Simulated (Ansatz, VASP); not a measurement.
Ge: VASP beside Ansatz

```
CELL_PARAMETERS angstrom
0.00000 2.60247 2.60247
2.60247 0.00000 2.60247
2.60247 2.60247 0.00000
ATOMIC_POSITIONS crystal
Ge 0.50000 0.50000 0.50000
Ge 0.75000 0.75000 0.75000
```

Change from the starting cell: strain -0.080 along x and y, -0.080 along z, atoms carried along.

Alike in both runs: task single point; functional PBE; k mesh 14 × 14 × 14; occupations gaussian, width 0.15 eV; no spin polarisation.

|  | VASP | Ansatz |
| --- | --- | --- |
| version | VASP 6.6.1 | Ansatz 0.2.0 |
| potentials or method | VASP PAW PBE potentials, release 64 (Ge_d), cutoff 500 eV | scalar-relativistic, plane waves, PAW |
| valence electrons in the cell | 28 | 28 |

VASP gave:

| Item | Value |
| --- | --- |
| gap on the k mesh at the Fermi level (eV) | 0.12 |
| least direct gap on the mesh (eV) | 2.52 |
| pressure (GPa) | 36.5 |

Task: What did Ansatz give for the same quantities?

Result: gap on the k mesh at the Fermi level (eV): 0.11; least direct gap on the mesh (eV): 2.50; pressure (GPa): 37.0.

Both programs put the cell under a high pressure, so it lies far from rest at this level. The functional is the same, so the differences come from potentials, cutoffs and numerics.
